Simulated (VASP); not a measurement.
# TiOs3 (Pm-3m) in VASP: notebook, part 2 of 3

VASP 6.6.1.

## (3) Single point, r2SCAN

This run uses another cell than the first one, of 13.99 Å³/atom.

Input file POSCAR:

```
TiOs3
1.0
    3.8246288166      0.0000000000      0.0000000000
    0.0000000000      3.8246288166      0.0000000000
    0.0000000000      0.0000000000      3.8246288166
Ti Os
1 3
Direct
    0.0000000000      0.0000000000      0.0000000000
    0.5000000000      0.5000000000      0.0000000000
    0.5000000000      0.0000000000      0.5000000000
    0.0000000000      0.5000000000      0.5000000000
```

Input file INCAR.step1:

```
SYSTEM = TiOs3
ALGO = Normal
EDIFF = 1E-4
ENCUT = 520
GGA = PE
ISMEAR = -1
LASPH = .TRUE.
LCHARG = .FALSE.
LREAL = .FALSE.
LWAVE = .TRUE.
NBANDS = 26
NELM = 60
PREC = Accurate
SIGMA = 0.1
```

Input file INCAR.step2:

```
SYSTEM = TiOs3
ALGO = Normal
EDIFF = 1E-6
ENCUT = 520
ISIF = 2
ISMEAR = -1
ISTART = 1
LASPH = .TRUE.
LCHARG = .FALSE.
LMIXTAU = .TRUE.
LREAL = .FALSE.
LWAVE = .FALSE.
METAGGA = R2SCAN
NBANDS = 26
NELM = 60
PREC = Accurate
SIGMA = 0.1
```

Input file KPOINTS:

```
k-points
0
G
  7 7 7
  0 0 0
```

Potentials or basis: VASP PAW PBE potentials, release 64 (Ti_sv, Os).

On the command line:

```
$ cat potpaw_PBE.64/Ti_sv/POTCAR potpaw_PBE.64/Os/POTCAR > POTCAR
$ cp INCAR.step1 INCAR
$ mpirun -np 1 vasp_std > vasp.out
$ cp INCAR.step2 INCAR
$ mpirun -np 1 vasp_std > vasp.out
```

OUTCAR:

```text
SYSTEM = TiOs3
   EDIFF = 1E-6
   ENCUT = 520
   ISIF = 2
   ISMEAR = -1
   ISTART = 1
   LASPH = .TRUE.
   LREAL = .FALSE.
   METAGGA = R2SCAN
   NELM = 60
   PREC = Accurate

 ion  position               nearest neighbor table
   1  0.000  0.000  0.000-   2 2.70   3 2.70   4 2.70   3 2.70   4 2.70   2 2.70   4 2.70   4 2.70
                             2 2.70   3 2.70   3 2.70   2 2.70
   2  0.500  0.500  0.000-   1 2.70   3 2.70   4 2.70   3 2.70   4 2.70   1 2.70   3 2.70   3 2.70
                             1 2.70   4 2.70   4 2.70   1 2.70
   3  0.500  0.000  0.500-   1 2.70   2 2.70   4 2.70   1 2.70   2 2.70   2 2.70   4 2.70   2 2.70
                             1 2.70   4 2.70   1 2.70   4 2.70
   4  0.000  0.500  0.500-   1 2.70   2 2.70   3 2.70   1 2.70   2 2.70   1 2.70   3 2.70   1 2.70
                             2 2.70   3 2.70   2 2.70   3 2.70

  LATTYP: Found a simple cubic cell.
 ALAT       =     3.8246288166

  Lattice vectors:

 A1 = (   3.8246288166,   0.0000000000,   0.0000000000)
 A2 = (   0.0000000000,   3.8246288166,   0.0000000000)
 A3 = (   0.0000000000,   0.0000000000,   3.8246288166)

Analysis of symmetry for initial positions (statically):
=====================================================================
 Subroutine PRICEL returns:
 Original cell was already a primitive cell.

 Routine SETGRP: Setting up the symmetry group for a
 simple cubic supercell.

 Subroutine GETGRP returns: Found 48 space group operations
 (whereof 48 operations were pure point group operations)
 out of a pool of 48 trial point group operations.

The static configuration has the point symmetry O_h .

Analysis of symmetry for dynamics (positions and initial velocities):
=====================================================================
 Subroutine PRICEL returns:
 Original cell was already a primitive cell.

 Routine SETGRP: Setting up the symmetry group for a
 simple cubic supercell.

 Subroutine GETGRP returns: Found 48 space group operations
 (whereof 48 operations were pure point group operations)
 out of a pool of 48 trial point group operations.

The dynamic configuration has the point symmetry O_h .

 Subroutine INISYM returns: Found 48 space group operations
 (whereof 48 operations are pure point group operations),
 and found     1 'primitive' translations

----------------------------------------------------------------------------------------

                                     Primitive cell

  volume of cell :      55.9459

  direct lattice vectors                    reciprocal lattice vectors
     3.824628817  0.000000000  0.000000000     0.261463281  0.000000000  0.000000000
     0.000000000  3.824628817  0.000000000     0.000000000  0.261463281  0.000000000
     0.000000000  0.000000000  3.824628817     0.000000000  0.000000000  0.261463281

  length of vectors
     3.824628817  3.824628817  3.824628817     0.261463281  0.261463281  0.261463281

  position of ions in fractional coordinates (direct lattice)
     0.000000000  0.000000000  0.000000000
     0.500000000  0.500000000  0.000000000
     0.500000000  0.000000000  0.500000000
     0.000000000  0.500000000  0.500000000

  ion indices of the primitive-cell ions
[... 25 lines left out ...]
     0.000000000  0.000000000  0.000000000

 Subroutine IBZKPT returns following result:
 ===========================================

 Found     20 irreducible k-points:

 Following reciprocal coordinates:
            Coordinates               Weight
  0.000000  0.000000  0.000000      1.000000
  0.142857  0.000000  0.000000      6.000000
  0.285714  0.000000  0.000000      6.000000
  0.428571  0.000000  0.000000      6.000000
  0.142857  0.142857  0.000000     12.000000
  0.285714  0.142857  0.000000     24.000000
[... 12 lines left out ...]
  0.428571  0.428571  0.285714     24.000000
  0.428571  0.428571  0.428571      8.000000
   k-points           NKPTS =     20   k-points in BZ     NKDIM =     20   number of bands    NBANDS=     26
   number of dos      NEDOS =    301   number of ions     NIONS =      4
   total plane-waves  NPLWV =  21952
   dimension x,y,z NGX =    28 NGY =   28 NGZ =   28
   dimension x,y,z NGXF=    56 NGYF=   56 NGZF=   56
   ions per type =               1   3
   NGX,Y,Z   is equivalent  to a cutoff of  12.17, 12.17, 12.17 a.u.
   NGXF,Y,Z  is equivalent  to a cutoff of  24.34, 24.34, 24.34 a.u.
 SYSTEM =  TiOs3
   PREC   = accura    normal or accurate (medium, high low for compatibility)
   ISTART =      1    job   : 0-new  1-cont  2-samecut
   ICHARG =      0    charge: 1-file 2-atom 10-const
   ISPIN  =      1    spin polarized calculation?
   LNONCOLLINEAR =      F non collinear calculations
   LSORBIT =      F    spin-orbit coupling
   LASPH  =      T    aspherical Exc in radial PAW
   ENCUT  =  520.0 eV  38.22 Ry    6.18 a.u.   7.11  7.11  7.11*2*pi/ulx,y,z
   NELM   =     60;   NELMIN=  2; NELMDL=  0     # of ELM steps
   EDIFF  = 0.1E-05   stopping-criterion for ELM
   LREAL  =      F    real-space projection
   EDIFFG = 0.1E-04   stopping-criterion for IOM
   NSW    =      0    number of steps for IOM
   IBRION =     -1    ionic relax: 0-MD 1-quasi-New 2-CG
   NFREE  =      0    steps in history (QN), initial steepest desc. (CG)
   ISIF   =      2    stress and relaxation
   ISYM   =      2    0-nonsym 1-usesym 2-fastsym
   POTIM  = 0.5000    time-step for ionic-motion
   TEBEG  =    0.0;   TEEND  =   0.0 temperature during run
   PSTRESS=    0.0 pullay stress
   NELECT =      36.0000    total number of electrons
   NUPDOWN=      -1.0000    fix difference up-down
   EMIN   =  10.00;   EMAX   =-10.00  energy-range for DOS
   EFERMI =   0.00;   METHOD = LEGACY
   ISMEAR =    -1;   SIGMA  =   0.10  broadening in eV -4-tet -1-fermi 0-gaus
   EFERMI_NEDOS =   21; number of points for ismear=-14 and -15
   IALGO  =     38    algorithm
   IMIX   =      4    mixing-type and parameters
     AMIX     =   0.40;   BMIX     =  1.00
     AMIX_MAG =   1.60;   BMIX_MAG =  1.00
  volume/ion in A,a.u.               =      13.99        94.39
  Fermi-wavevector in a.u.,A,eV,Ry     =   1.413361  2.670865 27.178845  1.997589
  Thomas-Fermi vector in A             =   2.535014
   LORBIT       =      0    0 simple, 1 ext, 2 COOP (PROOUT), +10 PAW based schemes
   METAGGA = R2SCAN    functional components
   LHFCALC =     F    Hartree Fock is set to
   AEXX    =    0.0000 exact exchange contribution
   IVDW    =     0    specifies the selected vdW correction
   LEPSILON=     F    determine dielectric tensor
   LRPA    =     F    only Hartree local field effects (RPA)
 non-spin polarized calculation
  energy-cutoff  :      520.00
  volume of cell :       55.95
 maximum number of plane-waves:      1516
   NGX = 15   NGY = 15   NGZ = 15

 number of electron      36.0000008 magnetization

 Free energy of the ion-electron system (eV)
  ---------------------------------------------------
  ext. energy  EPLUGINS =         0.00000000
  ---------------------------------------------------
  free energy    TOTEN  =      -172.58500778 eV

  energy without entropy =     -172.43369160  energy(sigma->0) =     -172.50934969

 E-fermi :   9.1686     XC(G=0): -14.9348

 val. band max:        9.1587636683   @ k =   0.4286   0.4286   0.4286
 cond. band min:       9.1861616485   @ k =   0.4286   0.4286   0.1429
 fundamental gap:      0.0273979802
 Fermi energy:         9.1686043009

 k-point     1 :       0.0000    0.0000    0.0000
  band No.  band energies     occupation
      1     -49.5020      2.00000
      2     -24.7457      2.00000
      3     -24.7457      2.00000
      4     -24.7457      2.00000
      5      -0.8904      2.00000
      6       2.0753      2.00000
[... 569 lines left out ...]
     25      13.1260      0.00000
     26      13.5354      0.00000

------------------------ aborting loop because EDIFF is reached ----------------------------------------

  FORCE on cell =-STRESS in cart. coord.  units (eV):
  Direction    XX          YY          ZZ          XY          YZ          ZX
  --------------------------------------------------------------------------------------
  -------------------------------------------------------------------------------------
  Total        3.8963001      3.8963001      3.8963001     -0.0000000      0.0000000     -0.0000000
  in kB      111.5822477    111.5822477    111.5822477     -0.0000000      0.0000000     -0.0000000
  external PRESSURE =     111.5822477 kB  Pullay stress =       0.0000000 kB

 VOLUME and BASIS-vectors are now :
 -----------------------------------------------------------------------------
  energy-cutoff  :      520.00
  volume of cell :       55.95
      direct lattice vectors                 reciprocal lattice vectors
     3.824628817  0.000000000  0.000000000     0.261463281  0.000000000  0.000000000
     0.000000000  3.824628817  0.000000000     0.000000000  0.261463281  0.000000000
     0.000000000  0.000000000  3.824628817     0.000000000  0.000000000  0.261463281

 POSITION                                       TOTAL-FORCE (eV/Angst)
 -----------------------------------------------------------------------------------
      0.00000      0.00000      0.00000         0.000000      0.000000      0.000000
      1.91231      1.91231      0.00000         0.000000      0.000000      0.000000
      1.91231      0.00000      1.91231         0.000000      0.000000      0.000000
      0.00000      1.91231      1.91231         0.000000      0.000000      0.000000
 -----------------------------------------------------------------------------------
    total drift:                                0.000000      0.000000      0.000000

  FREE ENERGIE OF THE ION-ELECTRON SYSTEM (eV)
  ---------------------------------------------------
  free  energy   TOTEN  =      -172.5850077789 eV

  energy  without entropy=     -172.4336916012  energy(sigma->0) =     -172.50934969
```

Wall time 2.6 min (1 thread of Oxide Virtual Turin-like, shared host); peak memory 0.14 GiB.

What came out:

```yaml
Free_energy: -172.5850 eV
Pressure: 11.2 GPa
Band_gap_on_the_k_mesh: zero (bands 18 and 19 overlap by 3.82 eV)
```

Levels at points of the mesh, in eV from the Fermi level:
| k point | band 14 | band 15 | band 16 | band 17 | band 18 | band 19 | band 20 | band 21 | band 22 | band 23 |
| --- | --- | --- | --- | --- | --- | --- | --- | --- | --- | --- |
| (0.00, 0.00, 0.00) | -1.67 | 1.14 | 1.14 | 3.14 | 3.24 | 3.24 | 3.24 | 3.80 | 3.80 | 3.80 |

Caveat: the cell stands under pressure; the PAW data sets were made with another functional, which shifts forces and pressure a little; spin-orbit coupling is left out, which moves the levels of the heavy elements.

## (4) Single point, r2SCAN

This run uses another cell than the first one, of 14.18 Å³/atom.

Input file POSCAR:

```
TiOs3
1.0
    3.8424532023      0.0000000000      0.0000000000
    0.0000000000      3.8424532023      0.0000000000
    0.0000000000      0.0000000000      3.8424532023
Ti Os
1 3
Direct
    0.0000000000      0.0000000000      0.0000000000
    0.5000000000      0.5000000000      0.0000000000
    0.5000000000      0.0000000000      0.5000000000
    0.0000000000      0.5000000000      0.5000000000
```

Input file INCAR.step1:

```
PREC = Accurate ; ENCUT = 520
ISMEAR = -1 ; SIGMA = 0.1
LREAL = False ; LASPH = True
NELM = 60 ; NBANDS = 26
GGA = PE ; ALGO = Normal
EDIFF = 1E-4 ; LWAVE = True
LCHARG = False
```

Input file INCAR.step2:

```
PREC = Accurate ; ENCUT = 520
EDIFF = 1E-6 ; ISMEAR = -1
SIGMA = 0.1 ; LREAL = False
LASPH = True ; NELM = 60
ALGO = Normal ; ISIF = 2
LWAVE = False ; LCHARG = False
METAGGA = R2SCAN ; LMIXTAU = True
NBANDS = 26 ; ISTART = 1
```

Input file KPOINTS:

```
Automatic mesh
0
Gamma
  7 7 7
```

On the command line:

```
$ cat potpaw_PBE.64/Ti_sv/POTCAR potpaw_PBE.64/Os/POTCAR > POTCAR
$ cp INCAR.step1 INCAR
$ mpirun -np 1 vasp_std > vasp.out
$ cp INCAR.step2 INCAR
$ mpirun -np 1 vasp_std > vasp.out
```

It took 2.7 min on 1 thread of Oxide Virtual Turin-like, shared host; peak memory 0.14 GiB.

The run converged. Its results:

| Property | Result |
| --- | --- |
| Free energy | -172.6274 eV |
| Pressure | 6.0 GPa |
| Band gap on the k mesh | zero (bands 18 and 19 overlap by 3.74 eV) |

Levels at points of the mesh, in eV from the Fermi level:
| k point | band 15 | band 16 | band 17 | band 18 | band 19 | band 20 | band 21 | band 22 |
| --- | --- | --- | --- | --- | --- | --- | --- | --- |
| (0.00, 0.00, 0.00) | 1.11 | 1.11 | 3.07 | 3.18 | 3.18 | 3.18 | 3.71 | 3.71 |

Caveat: the cell stands under pressure; the PAW data sets were made with another functional, which shifts forces and pressure a little; spin-orbit coupling is left out, which moves the levels of the heavy elements.

## (5) Single point, r2SCAN

This run uses another cell than the first one, of 14.39 Å³/atom.

Input file POSCAR:

```
TiOs3
1.0
    3.8614667007      0.0000000000      0.0000000000
    0.0000000000      3.8614667007      0.0000000000
    0.0000000000      0.0000000000      3.8614667007
Ti Os
1 3
Direct
    0.0000000000      0.0000000000      0.0000000000
    0.5000000000      0.5000000000      0.0000000000
    0.5000000000      0.0000000000      0.5000000000
    0.0000000000      0.5000000000      0.5000000000
```

Input file INCAR.step1:

```
ALGO     = Normal         # electronic algorithm
EDIFF    = 1E-4           # SCF threshold, eV
ENCUT    = 520            # plane-wave cutoff, eV
GGA      = PE             # functional
ISMEAR   = -1             # smearing method
LASPH    = True           # aspherical terms in the spheres
LCHARG   = False          # write CHGCAR
LREAL    = False          # projectors in reciprocal space
LWAVE    = True           # write WAVECAR
NBANDS   = 26             # bands
NELM     = 100            # most SCF steps
PREC     = Accurate       # precision mode
SIGMA    = 0.1            # smearing width, eV
```

Input file INCAR.step2:

```
ALGO     = Normal         # electronic algorithm
EDIFF    = 1E-6           # SCF threshold, eV
ENCUT    = 520            # plane-wave cutoff, eV
ISIF     = 2              # what is computed and relaxed
ISMEAR   = -1             # smearing method
ISTART   = 1            
LASPH    = True           # aspherical terms in the spheres
LCHARG   = False          # write CHGCAR
LMIXTAU  = True         
LREAL    = False          # projectors in reciprocal space
LWAVE    = False          # write WAVECAR
METAGGA  = R2SCAN         # meta-GGA
NBANDS   = 26             # bands
NELM     = 100            # most SCF steps
PREC     = Accurate       # precision mode
SIGMA    = 0.1            # smearing width, eV
```

Input file KPOINTS:

```
k-points
0
Gamma
  7 7 7
```

On the command line:

```
$ cat potpaw_PBE.64/Ti_sv/POTCAR potpaw_PBE.64/Os/POTCAR > POTCAR
$ cp INCAR.step1 INCAR
$ mpirun -np 1 vasp_std > vasp.out
$ cp INCAR.step2 INCAR
$ mpirun -np 1 vasp_std > vasp.out
```

Wall time 2.5 min (1 thread of Oxide Virtual Turin-like, shared host); peak memory 0.15 GiB.

The run converged. Its results:

| Property | Result |
| --- | --- |
| Free energy | -172.6460 eV |
| Pressure | 0.9 GPa |
| Band gap on the k mesh | zero (bands 18 and 19 overlap by 3.66 eV) |

Levels at points of the mesh, in eV from the Fermi level:
| k point | band 16 | band 17 | band 18 | band 19 | band 20 | band 21 |
| --- | --- | --- | --- | --- | --- | --- |
| (0.00, 0.00, 0.00) | 1.09 | 2.99 | 3.12 | 3.12 | 3.12 | 3.63 |

Caveat: the PAW data sets were made with another functional, which shifts forces and pressure a little; spin-orbit coupling is left out, which moves the levels of the heavy elements.

(Continued in part 3 of 3.)

The gap in the log of VASP goes by the Fermi energy; the results here count the filled bands.